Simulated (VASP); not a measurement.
The system is Zr2Zn2N.

```
CELL_PARAMETERS angstrom
3.25000 0.00000 0.00000
-1.62500 2.81458 0.00000
0.00000 0.00000 8.10000
ATOMIC_POSITIONS crystal
Zr 0.33333 0.66667 0.15000
Zr 0.66667 0.33333 0.85000
Zn 0.33333 0.66667 0.61000
Zn 0.66667 0.33333 0.39000
N 0.00000 0.00000 0.00000
```

| Property | Result |
| --- | --- |
| Program | VASP 6.6.1 |
| Task | relaxation of cell and atoms |
| Functional | PBE |
| Potentials or basis | VASP PAW PBE potentials, release 64 (Zr_sv, Zn, N) |
| Cutoff | 600 eV |
| k mesh | 6 × 6 × 2 |
| Occupations | gaussian, width 0.2 eV |
| Spin | no spin polarisation |

At the start: pressure 15.2 GPa; volume 14.82 Å³/atom.

Question: Where does the relaxation end?

Answer: Over 11 steps the energy falls by 99.5 meV/atom and the volume is 16.36 Å³/atom (+10.4 %); space group P-3m1 (No. 164, to 0.1 Å) before and after.

The path:
```csv
step,energy change (eV),largest force (eV/Å),pressure (GPa),volume (Å³)
1,0.0000,1.3550,15.19,74.09
2,-0.1019,1.0221,-11.56,90.17
3,-0.4140,0.7425,-1.69,82.08
4,-0.4142,0.7369,-1.42,81.91
5,-0.4768,0.0884,0.13,81.36
6,-0.4805,0.1284,0.73,81.19
7,-0.4898,0.1718,-0.46,81.91
8,-0.4903,0.1839,-0.78,82.13
9,-0.4955,0.1270,0.21,81.61
10,-0.4956,0.1186,0.35,81.53
11,-0.4973,0.0536,0.01,81.81
```

Final structure:
```
Zr Zn N
1.0
     3.27193    0.00000    0.00000
    -1.63596    2.83357    0.00000
     0.00000    0.00000    8.82407
Zr Zn N
2 2 1
Cartesian
  0.0000 1.8890 1.2545
  1.6360 0.9445 7.5696
  0.0000 1.8890 5.3376
  1.6360 0.9445 3.4864
  -1.6360 2.8336 0.0000
```

Caveat: the k points lie up to 0.37 Å⁻¹ apart in the final cell, too coarse for converged energies and pressures of a metal; the relaxation stopped at a loose force limit of 0.08 eV/Å, so its end isn't a converged minimum.
